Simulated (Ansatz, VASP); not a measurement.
# Y in VASP and in Ansatz

Contents of INCAR:

```
SYSTEM = Y
PREC = Accurate ; ENCUT = 520
EDIFF = 1E-6 ; ISMEAR = 0
SIGMA = 0.15 ; LREAL = .False.
LASPH = .True. ; NELM = 60
ALGO = Fast ; ISIF = 2
LWAVE = .False. ; LCHARG = .False.
GGA = PS ; NBANDS = 18
```

Contents of KPOINTS:

```
Automatic mesh
0
Gamma
  18 18 10
  0 0 0
```

The input POSCAR:

```
Y
1.0
    3.3457238853      0.0000000000      0.0000000000
   -1.6728619426      2.8974818787      0.0000000000
    0.0000000000      0.0000000000      6.8459489850
Y
2
Direct
    0.3333333333      0.6666666667      0.2500000000
    0.6666666667      0.3333333333      0.7500000000
```

Input for Ansatz:

```yaml
crystal:
  lattice:
    - [3.3457238853, 0.0, 0.0]
    - [-1.6728619426, 2.8974818787, 0.0]
    - [0.0, 0.0, 6.845948985]
  atoms:
    - { symbol: "Y", position: [0.3333333333, 0.6666666667, 0.25] }
    - { symbol: "Y", position: [0.6666666667, 0.3333333333, 0.75] }
basis:
  ecutwfc: 420
kpoints:
  mp_grid: { grid: [18, 18, 10] }
hamiltonian:
  xc: pbesol
scf:
  occupations: { method: gaussian, width: 0.15 }
output:
  forces: true
  stress: true
  eigenvalues: true
```

Alike in both runs: task single point; functional PBEsol; k mesh 18 × 18 × 10; occupations gaussian, width 0.15 eV; no spin polarisation.

|  | VASP | Ansatz |
| --- | --- | --- |
| version | VASP 6.6.1 | Ansatz 0.2.0 |
| potentials or method | VASP PAW PBE potentials, release 64 (Y_sv), cutoff 520 eV | scalar-relativistic, plane waves, PAW |
| valence electrons in the cell | 22 | 22 |

|  | VASP | Ansatz | Ansatz less VASP |
| --- | --- | --- | --- |
| gap on the k mesh at the Fermi level (eV) | none | none | - |
| pressure (GPa) | -1.3 | -1.2 | +0.09 |
| traceless stress, the component that is largest in VASP (GPa) | -8.46 | -8.50 | -0.044 |

VASP's potentials were made for PBE, not for PBEsol. A gap of «none» marks a metal or a gap that the smearing closes. With one functional, cell and mesh, what is left measures potentials, basis and numerics.
